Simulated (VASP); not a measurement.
Set up this calculation in VASP 6.6.1, as the native input.

- Task: single point
- Functional: PBE
- Potentials or basis: VASP PAW PBE potentials, release 64 (Ba_sv)
- Cutoff: 520 eV
- k mesh: 10 × 10 × 9
- Occupations: fermi-dirac, width 0.08 eV
- Spin: no spin polarisation
- Dipole correction: no
- Further INCAR settings: ALGO = Normal; EDIFF = 1e-07; NBANDS = 11

The structure of Ba lies in POSCAR:

```
Ba
1.0
    3.9692069375      0.0000000000      0.0000000000
   -1.9846034688      3.4374340408      0.0000000000
    0.0000000000      0.0000000000      3.6463430829
Ba
1
Direct
    0.0000000000      0.0000000000      0.0000000000
```

One way to write it, as run:

INCAR

```
SYSTEM = Ba
PREC     = Accurate       ! precision mode
ENCUT    = 520            ! plane-wave cutoff, eV
EDIFF    = 1E-7           ! SCF threshold, eV
ISMEAR   = -1             ! smearing method
SIGMA    = 0.08           ! smearing width, eV
LREAL    = .FALSE.        ! projectors in reciprocal space
LASPH    = .TRUE.         ! aspherical terms in the spheres
NELM     = 100            ! most SCF steps
ALGO     = Normal         ! electronic algorithm
ISIF     = 2              ! what is computed and relaxed
LWAVE    = .FALSE.        ! write WAVECAR
LCHARG   = .FALSE.        ! write CHGCAR
GGA      = PE             ! functional
NBANDS   = 11             ! bands
```

KPOINTS

```
Automatic mesh
0
G
  10 10 9
  0 0 0
```

Potentials or basis: VASP PAW PBE potentials, release 64 (Ba_sv).

Command:

```sh
$ cat potpaw_PBE.64/Ba_sv/POTCAR > POTCAR
$ mpirun -np 1 vasp_std > vasp.out
```

It gave:

| Quantity | Value |
| --- | --- |
| Pressure | 2.8 GPa |
| Band gap on the k mesh | zero (band 5 reaches 3.06 eV, above the bottom of band 6 at 2.33 eV) |

Caveat: spin-orbit coupling is left out, which moves the levels of the heavy elements.

It took 14 s on 1 thread of Intel(R) Xeon(R) 6975P-C (Granite Rapids) (shared host), peak memory 0.17 GiB.
